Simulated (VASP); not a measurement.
# Mg (Im-3m) in VASP: notebook

Mg is run at these levels: PBE; tasks: single point.

Everything below comes from runs of VASP 6.6.1. Logs are shortened: lines on timing, memory, paths and dates and some standing lists are left out, and cuts for length are marked.

**1. The cell of the first run**

It takes space group Im-3m (No. 229, cubic). The conventional cell has a = 3.506 Å, b = 3.506 Å, c = 3.506 Å, α = 90.00°, β = 90.00°, γ = 90.00°. Within 4.0 Å of Mg (site symmetry m-3m) lie 14 Mg at 3.04 to 3.51 Å.

This isn't the form of Mg at room conditions, which is hcp.

**2. Single point, PBE**

INCAR reads:

```
PREC = Accurate
ENCUT = 520
EDIFF = 1E-6
ISMEAR = -1
SIGMA = 0.06122561905347299
LREAL = F
LASPH = T
NELM = 60
ALGO = Normal
ISIF = 2
LWAVE = F
LCHARG = F
GGA = PE
NBANDS = 7
```

KPOINTS reads:

```
regular mesh
0
Gamma
  43 43 43
```

POSCAR reads:

```
Mg
1.0
   -1.7531993284      1.7531993284      1.7531993284
    1.7531993284     -1.7531993284      1.7531993284
    1.7531993284      1.7531993284     -1.7531993284
Mg
1
Direct
    0.0000000000      0.0000000000      0.0000000000
```

Potentials or basis: VASP PAW PBE potentials, release 64 (Mg).

Launch:

```sh
cat potpaw_PBE.64/Mg/POTCAR > POTCAR
mpirun -np 1 vasp_std > vasp.out
```

OUTCAR:

```text
PREC = Accurate
   ENCUT = 520
   EDIFF = 1E-6
   ISMEAR = -1
   LREAL = F
   LASPH = T
   NELM = 60
   ISIF = 2
   GGA = PE

 ion  position               nearest neighbor table
   1  0.000  0.000  0.000-

  LATTYP: Found a body centered cubic cell.
 ALAT       =     3.5063986568

  Lattice vectors:

 A1 = (  -1.7531993284,   1.7531993284,   1.7531993284)
 A2 = (   1.7531993284,  -1.7531993284,   1.7531993284)
 A3 = (   1.7531993284,   1.7531993284,  -1.7531993284)

Analysis of symmetry for initial positions (statically):
=====================================================================
 Subroutine PRICEL returns:
 Original cell was already a primitive cell.

 Routine SETGRP: Setting up the symmetry group for a
 body centered cubic supercell.

 Subroutine GETGRP returns: Found 48 space group operations
 (whereof 48 operations were pure point group operations)
 out of a pool of 48 trial point group operations.

The static configuration has the point symmetry O_h .

Analysis of symmetry for dynamics (positions and initial velocities):
=====================================================================
 Subroutine PRICEL returns:
 Original cell was already a primitive cell.

 Routine SETGRP: Setting up the symmetry group for a
 body centered cubic supercell.

 Subroutine GETGRP returns: Found 48 space group operations
 (whereof 48 operations were pure point group operations)
 out of a pool of 48 trial point group operations.

The dynamic configuration has the point symmetry O_h .

 Subroutine INISYM returns: Found 48 space group operations
 (whereof 48 operations are pure point group operations),
 and found     1 'primitive' translations

----------------------------------------------------------------------------------------

                                     Primitive cell

  volume of cell :      21.5553

  direct lattice vectors                    reciprocal lattice vectors
    -1.753199328  1.753199328  1.753199328     0.000000000  0.285192900  0.285192900
     1.753199328 -1.753199328  1.753199328     0.285192900  0.000000000  0.285192900
     1.753199328  1.753199328 -1.753199328     0.285192900  0.285192900  0.000000000

  length of vectors
     3.036630313  3.036630313  3.036630313     0.403323666  0.403323666  0.403323666

  position of ions in fractional coordinates (direct lattice)
     0.000000000  0.000000000  0.000000000

  ion indices of the primitive-cell ions
   primitive index   ion index
                 1           1

----------------------------------------------------------------------------------------

 KPOINTS: regular mesh

Automatic generation of k-mesh.
 Grid dimensions read from file:
 generate k-points for:   43   43   43

 Generating k-lattice:

  Cartesian coordinates                     Fractional coordinates (reciprocal lattice)
     0.000000000  0.006632393  0.006632393     0.023255814  0.000000000  0.000000000
     0.006632393  0.000000000  0.006632393     0.000000000  0.023255814  0.000000000
     0.006632393  0.006632393  0.000000000     0.000000000  0.000000000  0.023255814

  Length of vectors
     0.009379620  0.009379620  0.009379620

  Shift w.r.t. Gamma in fractional coordinates (k-lattice)
     0.000000000  0.000000000  0.000000000

 Subroutine IBZKPT returns following result:
 ===========================================

 Found   2024 irreducible k-points:

 Following reciprocal coordinates:
            Coordinates               Weight
  0.000000  0.000000  0.000000      1.000000
  0.023256  0.000000  0.000000     12.000000
  0.046512  0.000000  0.000000     12.000000
  0.069767  0.000000  0.000000     12.000000
  0.093023  0.000000  0.000000     12.000000
  0.116279  0.000000  0.000000     12.000000
[... 16 lines left out ...]
  0.023256  0.023256  0.000000     24.000000
  0.046512  0.023256  0.000000     48.000000
 [... further k-points ...]
   k-points           NKPTS =   2024   k-points in BZ     NKDIM =   2024   number of bands    NBANDS=      7
   number of dos      NEDOS =    301   number of ions     NIONS =      1
   total plane-waves  NPLWV =  13824
   dimension x,y,z NGX =    24 NGY =   24 NGZ =   24
   dimension x,y,z NGXF=    48 NGYF=   48 NGZF=   48
   ions per type =               1
   NGX,Y,Z   is equivalent  to a cutoff of  13.14, 13.14, 13.14 a.u.
   NGXF,Y,Z  is equivalent  to a cutoff of  26.28, 26.28, 26.28 a.u.
 SYSTEM =  unknown system
   PREC   = accura    normal or accurate (medium, high low for compatibility)
   ISTART =      0    job   : 0-new  1-cont  2-samecut
   ICHARG =      2    charge: 1-file 2-atom 10-const
   ISPIN  =      1    spin polarized calculation?
   LNONCOLLINEAR =      F non collinear calculations
   LSORBIT =      F    spin-orbit coupling
   LASPH  =      T    aspherical Exc in radial PAW
   ENCUT  =  520.0 eV  38.22 Ry    6.18 a.u.   5.65  5.65  5.65*2*pi/ulx,y,z
   NELM   =     60;   NELMIN=  2; NELMDL= -5     # of ELM steps
   EDIFF  = 0.1E-05   stopping-criterion for ELM
   LREAL  =      F    real-space projection
   EDIFFG = 0.1E-04   stopping-criterion for IOM
   NSW    =      0    number of steps for IOM
   IBRION =     -1    ionic relax: 0-MD 1-quasi-New 2-CG
   NFREE  =      0    steps in history (QN), initial steepest desc. (CG)
   ISIF   =      2    stress and relaxation
   ISYM   =      2    0-nonsym 1-usesym 2-fastsym
   POTIM  = 0.5000    time-step for ionic-motion
   TEBEG  =    0.0;   TEEND  =   0.0 temperature during run
   PSTRESS=    0.0 pullay stress
   NELECT =       2.0000    total number of electrons
   NUPDOWN=      -1.0000    fix difference up-down
   EMIN   =  10.00;   EMAX   =-10.00  energy-range for DOS
   EFERMI =   0.00;   METHOD = LEGACY
   ISMEAR =    -1;   SIGMA  =   0.06  broadening in eV -4-tet -1-fermi 0-gaus
   EFERMI_NEDOS =   21; number of points for ismear=-14 and -15
   IALGO  =     38    algorithm
   IMIX   =      4    mixing-type and parameters
     AMIX     =   0.40;   BMIX     =  1.00
     AMIX_MAG =   1.60;   BMIX_MAG =  1.00
  volume/ion in A,a.u.               =      21.56       145.46
  Fermi-wavevector in a.u.,A,eV,Ry     =   0.741140  1.400551  7.473522  0.549288
  Thomas-Fermi vector in A             =   1.835710
   LORBIT       =      0    0 simple, 1 ext, 2 COOP (PROOUT), +10 PAW based schemes
   GGA     = PE    functional components
   LHFCALC =     F    Hartree Fock is set to
   AEXX    =    0.0000 exact exchange contribution
   IVDW    =     0    specifies the selected vdW correction
   LEPSILON=     F    determine dielectric tensor
   LRPA    =     F    only Hartree local field effects (RPA)
 non-spin polarized calculation
  energy-cutoff  :      520.00
  volume of cell :       21.56
 maximum number of plane-waves:       603
   NGX = 11   NGY = 11   NGZ = 11

 number of electron       2.0000000 magnetization

 Free energy of the ion-electron system (eV)
  ---------------------------------------------------
  ext. energy  EPLUGINS =         0.00000000
  ---------------------------------------------------
  free energy    TOTEN  =        -1.47131204 eV

  energy without entropy =       -1.46631181  energy(sigma->0) =       -1.46881192

 E-fermi :   3.0102     XC(G=0):  -8.6915

 val. band max:        3.0094310741   @ k =   0.4186   0.0698  -0.0000
 cond. band min:       3.0104491896   @ k =  -0.4419   0.4651   0.0465
 fundamental gap:      0.0010181155
 Fermi energy:         3.0101890029

 k-point     1 :       0.0000    0.0000    0.0000
  band No.  band energies     occupation
      1      -4.2330      2.00000
      2      16.4362      0.00000
      3      16.4362      0.00000
      4      16.4362      0.00000
      5      18.5173      0.00000
      6      18.5173      0.00000
      7      18.9696      0.00000

 k-point     2 :       0.0233    0.0000    0.0000
  band No.  band energies     occupation
      1      -4.2197      2.00000
      2      16.2701      0.00000
      3      16.3558      0.00000
      4      16.3685      0.00000
      5      18.2414      0.00000
      6      18.2889      0.00000
      7      19.0225      0.00000

 k-point     3 :       0.0465    0.0000    0.0000
  band No.  band energies     occupation
      1      -4.1799      2.00000
      2      15.7925      0.00000
      3      16.1403      0.00000
      4      16.1893      0.00000
      5      17.9002      0.00000
      6      17.9044      0.00000
      7      19.0613      0.00000

 k-point     4 :       0.0698    0.0000    0.0000
  band No.  band energies     occupation
      1      -4.1135      2.00000
      2      15.1026      0.00000
      3      15.8408      0.00000
      4      15.9438      0.00000
      5      17.4937      0.00000
      6      17.6754      0.00000
      7      19.1031      0.00000

 k-point     5 :       0.0930    0.0000    0.0000
  band No.  band energies     occupation
      1      -4.0206      2.00000
      2      14.3133      0.00000
      3      15.4995      0.00000
      4      15.6676      0.00000
      5      17.0953      0.00000
      6      17.4973      0.00000
      7      19.1650      0.00000
[... 161 lines left out ...]
 k-point    22 :       0.4884    0.0000    0.0000
  band No.  band energies     occupation
      1       1.3173      2.00000
      2       2.1846      2.00000
      3      11.8479      0.00000
      4      12.8215      0.00000
      5      13.6112      0.00000
      6      15.0279      0.00000
      7      22.7735      0.00000

 k-point    23 :       0.0233    0.0233    0.0000
  band No.  band energies     occupation
      1      -4.1932      2.00000
      2      16.0312      0.00000
      3      16.0641      0.00000
      4      16.2987      0.00000
      5      17.9249      0.00000
      6      18.0891      0.00000
      7      19.1062      0.00000

 k-point    24 :       0.0465    0.0233    0.0000
  band No.  band energies     occupation
      1      -4.1400      2.00000
      2      15.4552      0.00000
      3      15.7528      0.00000
      4      16.1103      0.00000
      5      17.6146      0.00000
      6      17.8463      0.00000
      7      19.1030      0.00000

 [... further k-points ...]

------------------------ aborting loop because EDIFF is reached ----------------------------------------

  FORCE on cell =-STRESS in cart. coord.  units (eV):
  Direction    XX          YY          ZZ          XY          YZ          ZX
  --------------------------------------------------------------------------------------
  -------------------------------------------------------------------------------------
  Total        0.3136952      0.3136952      0.3136952     -0.0000000      0.0000000     -0.0000000
  in kB       23.3165623     23.3165623     23.3165623     -0.0000000      0.0000000     -0.0000000
  external PRESSURE =      23.3165623 kB  Pullay stress =       0.0000000 kB

 VOLUME and BASIS-vectors are now :
 -----------------------------------------------------------------------------
  energy-cutoff  :      520.00
  volume of cell :       21.56
      direct lattice vectors                 reciprocal lattice vectors
    -1.753199328  1.753199328  1.753199328     0.000000000  0.285192900  0.285192900
     1.753199328 -1.753199328  1.753199328     0.285192900  0.000000000  0.285192900
     1.753199328  1.753199328 -1.753199328     0.285192900  0.285192900  0.000000000

 POSITION                                       TOTAL-FORCE (eV/Angst)
 -----------------------------------------------------------------------------------
      0.00000      0.00000      0.00000         0.000000      0.000000      0.000000
 -----------------------------------------------------------------------------------
    total drift:                                0.000000      0.000000      0.000000

  FREE ENERGIE OF THE ION-ELECTRON SYSTEM (eV)
  ---------------------------------------------------
  free  energy   TOTEN  =        -1.4713120374 eV

  energy  without entropy=       -1.4663118097  energy(sigma->0) =       -1.46881192
```

Wall time 55 s (1 thread of Intel Xeon 6975P-C (Granite Rapids), shared host); peak memory 0.42 GiB.

What came out:

```yaml
Free_energy: -1.4713 eV
Pressure: 2.3 GPa
Band_gap_on_the_k_mesh: zero (bands 1 and 2 overlap by 4.49 eV)
```

**3. Single point, PBE**

This run uses another cell than the first one, of 22.01 Å³/atom.

INCAR reads:

```
SYSTEM = Mg
PREC     = Accurate       ! precision mode
ENCUT    = 520            ! plane-wave cutoff, eV
EDIFF    = 1E-7           ! SCF threshold, eV
ISMEAR   = -1             ! smearing method
SIGMA    = 0.06122561905347299 ! smearing width, eV
LREAL    = .False.        ! projectors in reciprocal space
LASPH    = .True.         ! aspherical terms in the spheres
NELM     = 100            ! most SCF steps
ALGO     = Normal         ! electronic algorithm
ISIF     = 2              ! what is computed and relaxed
LWAVE    = .False.        ! write WAVECAR
LCHARG   = .False.        ! write CHGCAR
GGA      = PE             ! functional
NBANDS   = 7              ! bands
```

KPOINTS reads:

```
Automatic mesh
0
Gamma
  43 43 43
  0 0 0
```

POSCAR reads:

```
Mg
1.0
   -1.7655462094      1.7655462094      1.7655462094
    1.7655462094     -1.7655462094      1.7655462094
    1.7655462094      1.7655462094     -1.7655462094
Mg
1
Direct
    0.0000000000      0.0000000000      0.0000000000
```

Potentials or basis: VASP PAW PBE potentials, release 64 (Mg).

Launch:

```sh
cat potpaw_PBE.64/Mg/POTCAR > POTCAR
mpirun -np 1 vasp_std > vasp.out
```

Run time: 61 s. Hardware: 1 thread of Intel Xeon 6975P-C (Granite Rapids), shared host; peak memory 0.42 GiB.

It converged, with:

* Free energy: -1.4767 eV
* Pressure: 1.4 GPa
* Band gap on the k mesh: zero (bands 1 and 2 overlap by 4.46 eV)

Levels at points of the mesh, in eV from the Fermi level:
```
           k point  band 1  band 2  band 3  band 4  band 5
(0.00, 0.00, 0.00)   -7.15   13.28   13.28   13.28   15.34
```

**4. Single point, PBE**

This run uses another cell than the first one, of 22.47 Å³/atom.

INCAR reads:

```
SYSTEM = Mg
PREC = Accurate
ENCUT = 520
EDIFF = 1E-7
ISMEAR = -1
SIGMA = 0.06122561905347299
LREAL = .False.
LASPH = .True.
NELM = 100
ALGO = Normal
ISIF = 2
LWAVE = .False.
LCHARG = .False.
GGA = PE
NBANDS = 7
```

KPOINTS reads:

```
regular mesh
0
Gamma
  43 43 43
  0 0 0
```

POSCAR reads:

```
Mg
1.0
   -1.7777227749      1.7777227749      1.7777227749
    1.7777227749     -1.7777227749      1.7777227749
    1.7777227749      1.7777227749     -1.7777227749
Mg
1
Direct
    0.0000000000      0.0000000000      0.0000000000
```

Launch:

```sh
cat potpaw_PBE.64/Mg/POTCAR > POTCAR
mpirun -np 1 vasp_std > vasp.out
```

Wall time 62 s (1 thread of Intel Xeon 6975P-C (Granite Rapids), shared host); peak memory 0.43 GiB.

Results (log left out):

- Free energy: -1.4796 eV
- Pressure: 0.6 GPa
- Band gap on the k mesh: zero (bands 1 and 2 overlap by 4.44 eV)

Levels at points of the mesh, in eV from the Fermi level:
```csv
k point,band 1,band 2,band 3,band 4,band 5,band 6
"(0.00, 0.00, 0.00)",-7.06,13.14,13.14,13.14,15.18,15.18
```

**5. Single point, PBE**

This run uses another cell than the first one, of 22.93 Å³/atom.

INCAR reads:

```
  ALGO = Normal
  EDIFF = 1E-6
  ENCUT = 520
  GGA = PE
  ISIF = 2
  ISMEAR = -1
  LASPH = T
  LCHARG = F
  LREAL = F
  LWAVE = F
  NBANDS = 7
  NELM = 100
  PREC = Accurate
  SIGMA = 0.06122561905347299
```

KPOINTS reads:

```
k-points
0
Gamma
  43 43 43
```

POSCAR reads:

```
Mg
1.0
   -1.7897347796      1.7897347796      1.7897347796
    1.7897347796     -1.7897347796      1.7897347796
    1.7897347796      1.7897347796     -1.7897347796
Mg
1
Direct
    0.0000000000      0.0000000000      0.0000000000
```

Launch:

```sh
cat potpaw_PBE.64/Mg/POTCAR > POTCAR
mpirun -np 1 vasp_std > vasp.out
```

Wall time 56 s (1 thread of Intel Xeon 6975P-C (Granite Rapids), shared host); peak memory 0.43 GiB.

Results (log left out):

- Free energy: -1.4802 eV
- Pressure: -0.1 GPa
- Band gap on the k mesh: zero (bands 1 and 2 overlap by 4.41 eV)

Levels at points of the mesh, in eV from the Fermi level:
```
           k point  band 1  band 2  band 3  band 4  band 5
(0.00, 0.00, 0.00)   -6.97   13.00   13.00   13.00   15.02
```

**6. Overview**

```csv
cell,gap on the mesh (eV),pressure (GPa)
"a = 3.037 Å, angles 109.5°, 1 atom",none,2.3
"a = 3.058 Å, angles 109.5°, 1 atom",none,1.4
"a = 3.079 Å, angles 109.5°, 1 atom",none,0.6
"a = 3.100 Å, angles 109.5°, 1 atom",none,-0.1
```

Alike in all rows: task single point; level PBE; potentials or basis VASP PAW PBE potentials, release 64 (Mg); no spin polarisation; k mesh 43 × 43 × 43; cutoff (eV) 520; smearing fermi-dirac 0.0612256 eV.

Total energies depend on the potentials used, so only differences within one code and one set of settings carry meaning.
